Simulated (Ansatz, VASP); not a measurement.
# Two plane-wave programs on C

The input POSCAR:

```
C
1.0
    2.4990941174      0.0000000000      0.0000000000
   -1.2495470587      2.1642789921      0.0000000000
    0.0000000000      0.0000000000      4.1189829196
C
4
Direct
    0.3333333333      0.6666666667     -0.0002589782
    0.6666666667      0.3333333333      0.4997410218
    0.3333333333      0.6666666667      0.3742589782
    0.6666666667      0.3333333333      0.8742589782
```

INCAR.step1

```
SYSTEM = C
  PREC = Accurate
  ENCUT = 520
  EDIFF = 1E-5
  ISMEAR = 0
  SIGMA = 0.01
  LREAL = .FALSE.
  LASPH = .TRUE.
  NELM = 100
  ALGO = Normal
  ISIF = 2
  LWAVE = .TRUE.
  GGA = PE
  NBANDS = 16
```

The input INCAR.step2:

```
SYSTEM = C
  PREC = Accurate
  ENCUT = 520
  EDIFF = 1E-6
  ISMEAR = 0
  SIGMA = 0.01
  LREAL = .FALSE.
  LASPH = .TRUE.
  NELM = 100
  ALGO = Normal
  ISIF = 2
  LWAVE = .FALSE.
  LCHARG = .TRUE.
  GGA = PE
  LHFCALC = .TRUE.
  HFSCREEN = 0.2079
  PRECFOCK = Normal
  LELF = .TRUE.
  LVHAR = .TRUE.
  ISTART = 1
  NBANDS = 16
```

Contents of KPOINTS:

```
Automatic mesh
0
G
  9 9 4
  0 0 0
```

Input for Ansatz:

```yaml
crystal:
  lattice:
    - [2.4990941174, 0.0, 0.0]
    - [-1.2495470587, 2.1642789921, 0.0]
    - [0.0, 0.0, 4.1189829196]
  atoms:
    - { symbol: C, position: [0.3333333333, 0.6666666667, -0.0002589782] }
    - { symbol: C, position: [0.6666666667, 0.3333333333, 0.4997410218] }
    - { symbol: C, position: [0.3333333333, 0.6666666667, 0.3742589782] }
    - { symbol: C, position: [0.6666666667, 0.3333333333, 0.8742589782] }
basis:
  ecutwfc: 420
kpoints:
  mp_grid: { grid: [9, 9, 4] }
  band_path:
    path:
      - [0.0, 0.0, 0.0]
      - [0.0, 0.0, 0.0]
      - [0.5, 0.0, 0.0]
      - [0.5, 0.0, 0.0]
      - [0.3333333333, 0.3333333333, 0.0]
      - [0.0, 0.0, 0.5]
    npoints: 1
hamiltonian:
  xc: hse06
  pseudopotentials: { kind: paw, azcp: { folder: soft_1 } }
scf:
  occupations: { method: fixed }
  n_extra_bands: 6
output:
  eigenvalues: true
```

Alike in both runs: task single point; functional HSE06; k mesh 9 × 9 × 4; no spin polarisation.

|  | VASP | Ansatz |
| --- | --- | --- |
| version | VASP 6.6.1 | Ansatz 0.2.0 |
| potentials or method | VASP PAW PBE potentials, release 64 (C), cutoff 520 eV | scalar-relativistic, plane waves, PAW |
| occupations | gaussian, width 0.01 eV | fixed |
| valence electrons in the cell | 16 | 16 |

|  | VASP | Ansatz | Ansatz less VASP |
| --- | --- | --- | --- |
| gap on the k mesh at the Fermi level (eV) | 4.32 | 4.33 | +0.019 |
| least direct gap on the mesh (eV) | 6.21 | 6.22 | +0.012 |
